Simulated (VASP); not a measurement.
Input of a VASP 6.6.1 run:

File INCAR:

```
PREC = Accurate ; ENCUT = 520
EDIFF = 1E-6 ; ISMEAR = -1
SIGMA = 0.08 ; LREAL = F
LASPH = T ; NELM = 60
ALGO = Normal ; ISIF = 2
LWAVE = F ; LCHARG = F
NBANDS = 20
```

The input KPOINTS:

```
Automatic mesh
0
Gamma
  12 12 10
```

File POSCAR:

```
Ga
1.0
    1.4210000000     -3.9837000000      0.0000000000
    1.4210000000      3.9837000000      0.0000000000
    0.0000000000      0.0000000000      3.1700000000
Ga
2
Direct
    0.8670000000      0.1330000000      0.2500000000
    0.1330000000      0.8670000000      0.7500000000
```

Potentials or basis: VASP PAW LDA potentials, release 64 (Ga_d).

Run with:

```console
$ cat potpaw_LDA.64/Ga_d/POTCAR > POTCAR
$ mpirun -np 1 vasp_std > vasp.out
```

Question: What does it give for the band gap on the k mesh?

Answer: Zero (band 13 reaches 10.66 eV, above the bottom of band 14 at 1.35 eV).

Question: Estimate the pressure.

Answer: -1.9 GPa.

Question: Predict the largest force.

Answer: 0.197 eV/Å.

Stress tensor (GPa, compression positive):
```
-4.15  0.00  0.00
 0.00 -1.21  0.00
 0.00  0.00 -0.45
```

Caveat: the cell differs from its parent crystal (equal xx and yy strain of -2 %).
